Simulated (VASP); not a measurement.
# WS2 (P3m1) in VASP: a series of runs

WS2 is run at these levels: PBE+D3(BJ); tasks: single point.

Program: VASP 6.6.1. These are calculated values, not measurements. Logs are shortened: lines on timing, memory, paths and dates and some standing lists are left out, and cuts for length are marked.

## (1) The cell of the first run

It takes space group P3m1 (No. 156, trigonal). The conventional cell has a = 3.154 Å, b = 3.154 Å, c = 12.140 Å, α = 90.00°, β = 90.00°, γ = 120.00°. Within 3.2 Å of W (site symmetry 3m) lie 6 S at 2.41 Å and 6 W at 3.15 Å. Within 2.9 Å of W (site symmetry 3m) lie 6 S at 2.22 to 2.41 Å. S (site symmetry 3m) has 3 W at 2.22 Å and 1 S at 2.85 Å within 2.9 Å. S (site symmetry 3m) has 3 W at 2.41 Å and 7 S at 3.15 Å within 3.2 Å. Within 3.2 Å of S (site symmetry 3m) lie 3 W at 2.41 Å and 7 S at 2.85 to 3.15 Å. S (site symmetry 3m) has 3 W at 2.41 Å and 7 S at 3.15 Å within 3.2 Å.

## (2) Single point, PBE+D3(BJ) (atom 3 (S) moved by (+0.000, +0.300) A along y and z)

File INCAR:

```
SYSTEM = WS2
PREC     = Accurate       ! precision mode
ENCUT    = 520            ! plane-wave cutoff, eV
EDIFF    = 1E-6           ! SCF threshold, eV
ISMEAR   = 0              ! smearing method
SIGMA    = 0.05           ! smearing width, eV
LREAL    = .FALSE.        ! projectors in reciprocal space
LASPH    = .TRUE.         ! aspherical terms in the spheres
NELM     = 100            ! most SCF steps
ALGO     = Normal         ! electronic algorithm
ISIF     = 2              ! what is computed and relaxed
LWAVE    = .FALSE.        ! write WAVECAR
LCHARG   = .FALSE.        ! write CHGCAR
GGA      = PE             ! functional
IVDW     = 12             ! dispersion correction
NBANDS   = 35             ! bands
```

File KPOINTS:

```
regular mesh
0
G
  12 12 4
  0 0 0
```

File POSCAR:

```
WS2
1.0
    3.1542061832      0.0000000000      0.0000000000
   -1.5771030916      2.7316226834      0.0000000000
    0.0000000000      0.0000000000     12.1399091344
W S
2 4
Direct
    0.3333333333      0.6666666667      0.2500000000
    0.6666666667      0.3333333333      0.7500000000
    0.3333333333      0.6666666667      0.6449993025
    0.6666666667      0.3333333333      0.1202874207
    0.3333333333      0.6666666667      0.8797125793
    0.6666666667      0.3333333333      0.3797125793
```

Potentials or basis: VASP PAW PBE potentials, release 64 (W_sv, S).

On the command line:

```bash
> cat potpaw_PBE.64/W_sv/POTCAR potpaw_PBE.64/S/POTCAR > POTCAR
> mpirun -np 1 vasp_std > vasp.out
```

OUTCAR:

```text
SYSTEM = WS2
   PREC = Accurate
   ENCUT = 520
   EDIFF = 1E-6
   ISMEAR = 0
   LREAL = .FALSE.
   LASPH = .TRUE.
   NELM = 100
   ISIF = 2
   GGA = PE
   IVDW = 12
 IVDW          = 12

 ion  position               nearest neighbor table
   1  0.333  0.667  0.250-   4 2.41   6 2.41   4 2.41   6 2.41   4 2.41   6 2.41
   2  0.667  0.333  0.750-   3 2.22   3 2.22   3 2.22   5 2.41   5 2.41   5 2.41
   3  0.333  0.667  0.645-   2 2.22   2 2.22   2 2.22
   4  0.667  0.333  0.120-   1 2.41   1 2.41   1 2.41
   5  0.333  0.667  0.880-   2 2.41   2 2.41   2 2.41
   6  0.667  0.333  0.380-   1 2.41   1 2.41   1 2.41

  LATTYP: Found a hexagonal cell.
 ALAT       =     3.1542061832
 C/A-ratio  =     3.8488001194

  Lattice vectors:

 A1 = (   3.1542061832,   0.0000000000,   0.0000000000)
 A2 = (  -1.5771030916,   2.7316226834,   0.0000000000)
 A3 = (   0.0000000000,   0.0000000000,  12.1399091344)

Analysis of symmetry for initial positions (statically):
=====================================================================
 Subroutine PRICEL returns:
 Original cell was already a primitive cell.

 Routine SETGRP: Setting up the symmetry group for a
 hexagonal supercell.

 Subroutine GETGRP returns: Found  6 space group operations
 (whereof  6 operations were pure point group operations)
 out of a pool of 24 trial point group operations.

The static configuration has the point symmetry C_3v.

Analysis of symmetry for dynamics (positions and initial velocities):
=====================================================================
 Subroutine PRICEL returns:
 Original cell was already a primitive cell.

 Routine SETGRP: Setting up the symmetry group for a
 hexagonal supercell.

 Subroutine GETGRP returns: Found  6 space group operations
 (whereof  6 operations were pure point group operations)
 out of a pool of 24 trial point group operations.

The dynamic configuration has the point symmetry C_3v.

 Subroutine INISYM returns: Found  6 space group operations
 (whereof  6 operations are pure point group operations),
 and found     1 'primitive' translations

----------------------------------------------------------------------------------------

                                     Primitive cell

  volume of cell :     104.5987

  direct lattice vectors                    reciprocal lattice vectors
     3.154206183  0.000000000  0.000000000     0.317036979  0.183041385  0.000000000
    -1.577103092  2.731622683  0.000000000     0.000000000  0.366082771  0.000000000
     0.000000000  0.000000000 12.139909134     0.000000000  0.000000000  0.082372939

  length of vectors
     3.154206183  3.154206183 12.139909134     0.366082771  0.366082771  0.082372939

  position of ions in fractional coordinates (direct lattice)
     0.333333333  0.666666667  0.250000000
     0.666666667  0.333333333  0.750000000
     0.333333333  0.666666667  0.644999302
     0.666666667  0.333333333  0.120287421
     0.333333333  0.666666667  0.879712579
     0.666666667  0.333333333  0.379712579

  ion indices of the primitive-cell ions
   primitive index   ion index
                 1           1
                 2           2
                 3           3
                 4           4
                 5           5
                 6           6

----------------------------------------------------------------------------------------

 KPOINTS: regular mesh

Automatic generation of k-mesh.
 Grid dimensions read from file:
 generate k-points for:   12   12    4

 Generating k-lattice:

  Cartesian coordinates                     Fractional coordinates (reciprocal lattice)
     0.026419748  0.015253449  0.000000000     0.083333333  0.000000000  0.000000000
     0.000000000  0.030506898  0.000000000     0.000000000  0.083333333  0.000000000
     0.000000000  0.000000000  0.020593235     0.000000000  0.000000000  0.250000000

  Length of vectors
     0.030506898  0.030506898  0.020593235

  Shift w.r.t. Gamma in fractional coordinates (k-lattice)
     0.000000000  0.000000000  0.000000000

 Subroutine IBZKPT returns following result:
 ===========================================

 Found     69 irreducible k-points:

 Following reciprocal coordinates:
            Coordinates               Weight
  0.000000  0.000000  0.000000      1.000000
  0.083333 -0.000000  0.000000      6.000000
  0.166667 -0.000000  0.000000      6.000000
  0.250000  0.000000  0.000000      6.000000
  0.333333  0.000000  0.000000      6.000000
  0.416667 -0.000000  0.000000      6.000000
[... 16 lines left out ...]
  0.166667 -0.000000  0.250000      6.000000
  0.000000  0.166667  0.250000      6.000000
 [... further k-points ...]
   k-points           NKPTS =     69   k-points in BZ     NKDIM =     69   number of bands    NBANDS=     35
   number of dos      NEDOS =    301   number of ions     NIONS =      6
   total plane-waves  NPLWV =  51840
   dimension x,y,z NGX =    24 NGY =   24 NGZ =   90
   dimension x,y,z NGXF=    48 NGYF=   48 NGZF=  180
   ions per type =               2   4
   NGX,Y,Z   is equivalent  to a cutoff of  12.65, 12.65, 12.32 a.u.
   NGXF,Y,Z  is equivalent  to a cutoff of  25.30, 25.30, 24.65 a.u.
 SYSTEM =  WS2
   PREC   = accura    normal or accurate (medium, high low for compatibility)
   ISTART =      0    job   : 0-new  1-cont  2-samecut
   ICHARG =      2    charge: 1-file 2-atom 10-const
   ISPIN  =      1    spin polarized calculation?
   LNONCOLLINEAR =      F non collinear calculations
   LSORBIT =      F    spin-orbit coupling
   LASPH  =      T    aspherical Exc in radial PAW
   ENCUT  =  520.0 eV  38.22 Ry    6.18 a.u.   5.86  5.86 22.57*2*pi/ulx,y,z
   NELM   =    100;   NELMIN=  2; NELMDL= -5     # of ELM steps
   EDIFF  = 0.1E-05   stopping-criterion for ELM
   LREAL  =      F    real-space projection
   EDIFFG = 0.1E-04   stopping-criterion for IOM
   NSW    =      0    number of steps for IOM
   IBRION =     -1    ionic relax: 0-MD 1-quasi-New 2-CG
   NFREE  =      0    steps in history (QN), initial steepest desc. (CG)
   ISIF   =      2    stress and relaxation
   ISYM   =      2    0-nonsym 1-usesym 2-fastsym
   POTIM  = 0.5000    time-step for ionic-motion
   TEBEG  =    0.0;   TEEND  =   0.0 temperature during run
   PSTRESS=    0.0 pullay stress
   NELECT =      52.0000    total number of electrons
   NUPDOWN=      -1.0000    fix difference up-down
   EMIN   =  10.00;   EMAX   =-10.00  energy-range for DOS
   EFERMI =   0.00;   METHOD = LEGACY
   ISMEAR =     0;   SIGMA  =   0.05  broadening in eV -4-tet -1-fermi 0-gaus
   EFERMI_NEDOS =   21; number of points for ismear=-14 and -15
   IALGO  =     38    algorithm
   IMIX   =      4    mixing-type and parameters
     AMIX     =   0.40;   BMIX     =  1.00
     AMIX_MAG =   1.60;   BMIX_MAG =  1.00
  volume/ion in A,a.u.               =      17.43       117.64
  Fermi-wavevector in a.u.,A,eV,Ry     =   1.296882  2.450752 22.883686  1.681903
  Thomas-Fermi vector in A             =   2.428310
   LORBIT       =      0    0 simple, 1 ext, 2 COOP (PROOUT), +10 PAW based schemes
   GGA     = PE    functional components
   LHFCALC =     F    Hartree Fock is set to
   AEXX    =    0.0000 exact exchange contribution
   IVDW    =    12    specifies the selected vdW correction
   LEPSILON=     F    determine dielectric tensor
   LRPA    =     F    only Hartree local field effects (RPA)
 non-spin polarized calculation
 Gauss-broadening in eV      SIGMA  =   0.05
  energy-cutoff  :      520.00
  volume of cell :      104.60
 maximum number of plane-waves:      2841
   NGX = 11   NGY = 11   NGZ = 45

 number of electron      51.9999996 magnetization

 Free energy of the ion-electron system (eV)
  ---------------------------------------------------
  ext. energy  EPLUGINS =         0.00000000
  ---------------------------------------------------
  free energy    TOTEN  =       -46.18261540 eV

  energy without entropy =      -46.18219996  energy(sigma->0) =      -46.18240768

 E-fermi :   8.1463     XC(G=0): -10.9764

 val. band max:        7.9769276733   @ k =   0.0000   0.0833   0.2500
 cond. band min:       8.1471922818   @ k =   0.3333   0.3333   0.0000
 fundamental gap:      0.1702646085
 Fermi energy:         8.1463215415

 k-point     1 :       0.0000    0.0000    0.0000
  band No.  band energies     occupation
      1     -66.8840      2.00000
      2     -66.8685      2.00000
      3     -31.2144      2.00000
      4     -31.1422      2.00000
      5     -31.0911      2.00000
      6     -31.0911      2.00000
[... 27 lines left out ...]
     34      11.0345      0.00000
     35      12.1636      0.00000

 k-point     2 :       0.0833   -0.0000    0.0000
  band No.  band energies     occupation
      1     -66.8827      2.00000
      2     -66.8671      2.00000
      3     -31.2094      2.00000
      4     -31.1377      2.00000
      5     -31.1196      2.00000
      6     -31.0976      2.00000
[... 27 lines left out ...]
     34      11.0503      0.00000
     35      12.7068      0.00000

 k-point     3 :       0.1667   -0.0000    0.0000
  band No.  band energies     occupation
      1     -66.8792      2.00000
      2     -66.8633      2.00000
      3     -31.2052      2.00000
      4     -31.1871      2.00000
      5     -31.1253      2.00000
      6     -31.1153      2.00000
[... 27 lines left out ...]
     34      11.3048      0.00000
     35      14.0226      0.00000
[... 723 lines left out ...]
 k-point    23 :       0.1667   -0.0000    0.2500
  band No.  band energies     occupation
      1     -66.8792      2.00000
      2     -66.8633      2.00000
      3     -31.2052      2.00000
      4     -31.1871      2.00000
      5     -31.1253      2.00000
      6     -31.1153      2.00000
[... 27 lines left out ...]
     34      11.3046      0.00000
     35      14.0400      0.00000

 k-point    24 :       0.0000    0.1667    0.2500
  band No.  band energies     occupation
      1     -66.8792      2.00000
      2     -66.8633      2.00000
      3     -31.2052      2.00000
      4     -31.1871      2.00000
      5     -31.1253      2.00000
      6     -31.1153      2.00000
[... 27 lines left out ...]
     34      11.3059      0.00000
     35      14.0348      0.00000

 [... further k-points ...]

------------------------ aborting loop because EDIFF is reached ----------------------------------------

 Edisp (eV)   -2.60897

 E8    (eV) :    -1.0962

  FORCE on cell =-STRESS in cart. coord.  units (eV):
  Direction    XX          YY          ZZ          XY          YZ          ZX
  --------------------------------------------------------------------------------------
  -------------------------------------------------------------------------------------
  Total       5.61123     5.61123     9.79622     0.00000     0.00000     0.00000
  in kB      85.94933    85.94933   150.05244     0.00000     0.00000     0.00000
  external pressure =      107.32 kB  Pullay stress =        0.00 kB

 VOLUME and BASIS-vectors are now :
 -----------------------------------------------------------------------------
  energy-cutoff  :      520.00
  volume of cell :      104.60
      direct lattice vectors                 reciprocal lattice vectors
     3.154206183  0.000000000  0.000000000     0.317036979  0.183041385  0.000000000
    -1.577103092  2.731622683  0.000000000     0.000000000  0.366082771  0.000000000
     0.000000000  0.000000000 12.139909134     0.000000000  0.000000000  0.082372939

 POSITION                                       TOTAL-FORCE (eV/Angst)
 -----------------------------------------------------------------------------------
     -0.00000      1.82108      3.03498         0.000000      0.000000      0.010555
      1.57710      0.91054      9.10493        -0.000000      0.000000      6.221440
     -0.00000      1.82108      7.83023        -0.000000      0.000000     -7.160466
      1.57710      0.91054      1.46028        -0.000000     -0.000000      0.000703
     -0.00000      1.82108     10.67963        -0.000000      0.000000      0.819193
      1.57710      0.91054      4.60968         0.000000      0.000000      0.108576
 -----------------------------------------------------------------------------------
    total drift:                                0.000000     -0.000000      0.000203

  FREE ENERGIE OF THE ION-ELECTRON SYSTEM (eV)
  ---------------------------------------------------
  free  energy   TOTEN  =       -48.7915851954 eV

  energy  without entropy=      -48.7911697552  energy(sigma->0) =      -48.79137748
```

Run time: 5.7 min. Hardware: 1 thread of Intel Xeon 8259CL, shared host; peak memory 0.36 GiB.

Results:

| Item | Value |
| --- | --- |
| Free energy | -48.7916 eV |
| Pressure | 10.7 GPa |
| Largest force | 7.160 eV/Å |
| Band gap on the k mesh | zero (bands 26 and 27 overlap by 0.10 eV) |
| Dispersion energy per atom | -0.435 eV |

Forces on the atoms (eV/Å):
```
W    0.000  0.000  0.011
W    0.000  0.000  6.221
S    0.000  0.000 -7.160
S    0.000  0.000  0.001
S    0.000  0.000  0.819
S    0.000  0.000  0.109
```

Stress tensor (GPa, compression positive):
```
 8.59  0.00  0.00
 0.00  8.59  0.00
 0.00  0.00 15.01
```

Levels at points of the mesh, in eV from the Fermi level:
```tsv
k point	band 22	band 23	band 24	band 25	band 26	band 27	band 28	band 29	band 30	band 31
(0.00, 0.00, 0.00)	-2.61	-2.61	-2.07	-1.19	0.10	1.41	1.41	1.89	1.89	2.03
(0.50, 0.00, 0.00)	-3.11	-2.83	-2.26	-2.10	-1.91	1.49	1.94	1.98	2.33	2.74
(0.00, 0.00, 0.50)	-2.86	-2.61	-2.61	-0.80	0.05	1.41	1.41	1.89	1.89	2.03
(0.50, 0.00, 0.50)	-3.13	-2.82	-2.27	-2.06	-1.94	1.49	1.93	1.99	2.37	2.81
```

Caveat: the cell differs from its parent crystal (atom 3 (S) moved by (+0.000, +0.300) A along y and z); the cell stands under pressure; spin-orbit coupling is left out, which moves the levels of the heavy elements; forces of over 1 eV/Å act on the atoms, so gaps and moduli don't describe the material at rest.

## (3) Single point, PBE+D3(BJ) (atom 3 (S) moved by (+0.000, -0.300) A along y and z)

File INCAR:

```
PREC = Accurate ; ENCUT = 520
EDIFF = 1E-7 ; ISMEAR = 0
SIGMA = 0.05 ; LREAL = False
LASPH = True ; NELM = 100
ALGO = Normal ; ISIF = 2
LWAVE = False ; LCHARG = False
GGA = PE ; IVDW = 12
NBANDS = 35
```

File KPOINTS:

```
regular mesh
0
Gamma
  12 12 4
```

Edit POSCAR of step 2 so:

```diff
@@ -10,3 +10,3 @@
     0.6666666667      0.3333333333      0.7500000000
-    0.3333333333      0.6666666667      0.6449993025
+    0.3333333333      0.6666666667      0.5955755389
     0.6666666667      0.3333333333      0.1202874207
```

Potentials or basis: VASP PAW PBE potentials, release 64 (W_sv, S).

On the command line:

```bash
> cat potpaw_PBE.64/W_sv/POTCAR potpaw_PBE.64/S/POTCAR > POTCAR
> mpirun -np 1 vasp_std > vasp.out
```

It took 7.2 min on 1 thread of Intel Xeon 8259CL, shared host; peak memory 0.36 GiB.

It converged, with:

```
Free energy                : -49.1355 eV
Pressure                   : -5.7 GPa
Largest force              : 3.899 eV/Å
Band gap on the k mesh     : 0.63 eV (least direct gap 1.74 eV)
Dispersion energy per atom : -0.436 eV
```

Forces on the atoms (eV/Å):
```
W    0.000  0.000 -0.030
W    0.000  0.000 -3.283
S    0.000  0.000  3.899
S    0.000  0.000 -0.006
S    0.000  0.000 -0.422
S    0.000  0.000 -0.158
```

Stress tensor (GPa, compression positive):
```
 -3.17   0.00   0.00
  0.00  -3.17   0.00
  0.00   0.00 -10.75
```

Levels at points of the mesh, in eV from the valence-band top:
| k point | band 24 | band 25 | band 26 | band 27 | band 28 | band 29 |
| --- | --- | --- | --- | --- | --- | --- |
| (0.00, 0.00, 0.00) | -1.20 | -0.97 | 0.00 | 1.84 | 1.84 | 2.30 |
| (0.50, 0.00, 0.00) | -1.70 | -1.44 | -1.12 | 2.32 | 2.35 | 2.56 |
| (0.00, 0.00, 0.50) | -1.20 | -0.42 | -0.13 | 1.85 | 1.85 | 2.30 |
| (0.50, 0.00, 0.50) | -1.61 | -1.49 | -1.16 | 2.34 | 2.47 | 2.55 |

Caveat: the cell differs from its parent crystal (atom 3 (S) moved by (+0.000, -0.300) A along y and z); the cell stands under tension; spin-orbit coupling is left out, which moves the levels of the heavy elements; forces of over 1 eV/Å act on the atoms, so gaps and moduli don't describe the material at rest. A k mesh can miss the band edges.
